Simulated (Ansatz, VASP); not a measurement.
Two plane-wave programs on SiB5

```
Si B
1.0
     4.43957    0.00000    0.00000
    -2.21979    3.84478    0.00000
     0.00000    0.00000    3.73043
Si B
1 5
Direct
  0.00000 0.00000 0.00000
  0.33333 0.66667 0.71736
  0.66667 0.33333 0.28264
  0.50000 0.00000 0.00000
  0.00000 0.50000 0.00000
  0.50000 0.50000 0.00000
```

Alike in both runs: functional PBE; k mesh 5 × 5 × 3; occupations gaussian, width 0.2 eV; no spin polarisation.

Ansatz relaxed the structure, and its values are those at the end. VASP's run is a single point on that final structure, the one shown.

|  | VASP | Ansatz |
| --- | --- | --- |
| version | VASP 6.6.1 | Ansatz 0.2.0 |
| potentials or method | VASP PAW PBE potentials, release 64 (Si, B), cutoff 500 eV | scalar-relativistic, plane waves, PAW |
| valence electrons in the cell | 19 | 19 |

```tsv
	VASP	Ansatz	Ansatz less VASP
gap on the k mesh at the Fermi level (eV)	none	none	-
pressure (GPa)	0.2	0.2	-0.03
rms of the force components (eV/Å)	0.016	0.023	+0.0068
```

A gap of «none» marks a metal or a gap that the smearing closes. With one functional, cell and mesh, what is left measures potentials, basis and numerics.

The k mesh is coarse, so the values compare programs but aren't converged.
